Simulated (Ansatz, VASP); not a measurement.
**One calculation of SiGe, two programs**

File POSCAR:

```
SiGe
1.0
    3.9043776430      0.0000000000      0.0000000000
   -1.9521888215      3.3812902248      0.0000000000
    0.0000000000      0.0000000000      6.4536796672
Si Ge
2 2
Direct
    0.6666666667      0.3333333333      0.8744661518
    0.3333333333      0.6666666667      0.3744661518
    0.6666666667      0.3333333333      0.4540477396
    0.3333333333      0.6666666667     -0.0459522604
```

File INCAR.step1:

```
SYSTEM = SiGe
  PREC = Accurate
  ENCUT = 520
  ISMEAR = 0
  SIGMA = 0.05
  LREAL = .FALSE.
  LASPH = .TRUE.
  NELM = 60
  NBANDS = 26
  GGA = PE
  ALGO = Normal
  EDIFF = 1E-4
  LWAVE = .TRUE.
  LCHARG = .FALSE.
```

INCAR.step2

```
SYSTEM = SiGe
  PREC = Accurate
  ENCUT = 520
  EDIFF = 1E-6
  ISMEAR = 0
  SIGMA = 0.05
  LREAL = .FALSE.
  LASPH = .TRUE.
  NELM = 60
  ALGO = Normal
  ISIF = 2
  LWAVE = .FALSE.
  LCHARG = .FALSE.
  METAGGA = R2SCAN
  LMIXTAU = .TRUE.
  NBANDS = 26
  ISTART = 1
```

The input KPOINTS:

```
regular mesh
0
G
  12 12 4
  0 0 0
```

Input for Ansatz:

```yaml
crystal:
  lattice:
    - [3.904377643, 0.0, 0.0]
    - [-1.9521888215, 3.3812902248, 0.0]
    - [0.0, 0.0, 6.4536796672]
  atoms:
    - { symbol: Si, position: [0.6666666667, 0.3333333333, 0.8744661518] }
    - { symbol: Si, position: [0.3333333333, 0.6666666667, 0.3744661518] }
    - { symbol: Ge, position: [0.6666666667, 0.3333333333, 0.4540477396] }
    - { symbol: Ge, position: [0.3333333333, 0.6666666667, -0.0459522604] }
basis:
  ecutwfc: 500
kpoints:
  mp_grid: { grid: [12, 12, 4] }
hamiltonian:
  xc: r2scan
scf:
  occupations: { method: gaussian, width: 0.05 }
output:
  forces: true
  stress: true
  eigenvalues: true
  write_density: true
  write_potential: true
  elf: true
  volumetric_format: npy
```

Change from the starting cell: all Ge atoms moved -0.300 Å, as atom 3 along Cartesian [0 0 1].

Alike in both runs: task single point; functional r2SCAN; k mesh 12 × 12 × 4; occupations gaussian, width 0.05 eV; no spin polarisation.

|  | VASP | Ansatz |
| --- | --- | --- |
| version | VASP 6.6.1 | Ansatz 0.2.0 |
| potentials or method | VASP PAW PBE potentials, release 64 (Si, Ge_d), cutoff 520 eV | scalar-relativistic, plane waves, PAW |
| valence electrons in the cell | 36 | 36 |

|  | VASP | Ansatz | Ansatz less VASP |
| --- | --- | --- | --- |
| gap on the k mesh at the Fermi level (eV) | none | none | - |
| pressure (GPa) | 2.1 | 2.1 | +0.05 |
| traceless stress, the component that is largest in VASP (GPa) | -7.73 | -7.70 | +0.030 |
| rms of the force components (eV/Å) | 1.220 | 1.221 | +0.0012 |

VASP's potentials were made for PBE, not for r2SCAN. Atom by atom the forces differ by 0.001 eV/Å (rms over components). A gap of «none» marks a metal or a gap that the smearing closes.
